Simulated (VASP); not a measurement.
Wanted: the native input for a VASP 6.6.1 run.

* Task: single point
* Functional: PBE
* Potentials or basis: VASP PAW PBE potentials, release 64 (Si, O)
* Cutoff: 520 eV
* k mesh: 6 × 6 × 4
* Occupations: gaussian, width 0.01 eV
* Spin: no spin polarisation
* Dipole correction: no
* Further INCAR settings: ALGO = Normal; EDIFF = 1e-07; NBANDS = 34

The structure of SiO2 lies in POSCAR:

```
SiO2
1.0
    5.2052999874      0.0000000000      0.0000000000
   -2.6026499937      4.5079220234      0.0000000000
    0.0000000000      0.0000000000      5.6940588781
Si O
3 6
Direct
    0.5000000000      0.5000000000      0.3333333333
    0.0000000000      0.5000000000      0.6666666667
    0.5000000000      0.0000000000      0.0000000000
    0.2080061346      0.7919938654      0.8333333333
    0.4160122692      0.2080061346      0.1666666667
    0.2080061346      0.4160122692      0.5000000000
    0.7919938654      0.2080061346      0.8333333333
    0.5839877308      0.7919938654      0.1666666667
    0.7919938654      0.5839877308      0.5000000000
```

These files were run (other wordings do the same):

INCAR

```
SYSTEM = SiO2
PREC = Accurate
ENCUT = 520
EDIFF = 1E-7
ISMEAR = 0
SIGMA = 0.01
LREAL = .FALSE.
LASPH = .TRUE.
NELM = 100
ALGO = Normal
ISIF = 2
LWAVE = .FALSE.
LCHARG = .FALSE.
GGA = PE
NBANDS = 34
```

KPOINTS

```
regular mesh
0
G
  6 6 4
  0 0 0
```

Potentials or basis: VASP PAW PBE potentials, release 64 (Si, O).

Run with:

```console
$ cat potpaw_PBE.64/Si/POTCAR potpaw_PBE.64/O/POTCAR > POTCAR
$ mpirun -np 1 vasp_std > vasp.out
```

Results of the run:

The pressure is -8.9 GPa. The largest force is 0.397 eV/Å. The band gap on the k mesh is 5.11 eV (least direct gap 5.28 eV).

Caveat: the cell stands under tension.

Wall time 40 s on 1 thread of Intel(R) Xeon(R) 6975P-C (Granite Rapids), with other jobs on the host, peak memory 0.27 GiB.
